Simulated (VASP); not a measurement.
Here is a VASP 6.6.1 calculation.

INCAR

```
ALGO = Normal ; EDIFF = 1E-6
ENCUT = 520 ; GGA = CA
ISIF = 2 ; ISMEAR = -1
LASPH = True ; LCHARG = True
LELF = True ; LREAL = False
LVHAR = True ; LWAVE = False
NBANDS = 12 ; NELM = 60
PREC = Accurate ; SIGMA = 0.05
```

The input KPOINTS:

```
k-points
0
Gamma
  14 14 14
```

File POSCAR:

```
Ti
1.0
    0.0000000000      2.0300000000      2.0503000000
    2.0300000000      0.0000000000      2.0503000000
    2.0300000000      2.0300000000      0.0000000000
Ti
1
Direct
    0.0000000000      0.0000000000      0.0000000000
```

Potentials or basis: VASP PAW LDA potentials, release 64 (Ti_sv).

Command:

```sh
$ cat potpaw_LDA.64/Ti_sv/POTCAR > POTCAR
$ mpirun -np 1 vasp_std > vasp.out
```

(1) Estimate the band gap on the k mesh.

(2) Predict the pressure.

Results:

(1) zero (bands 6 and 7 overlap by 1.26 eV).

(2) -6.0 GPa.

Caveat: the cell differs from its parent crystal (zz strain of +1 %); the cell stands under tension.
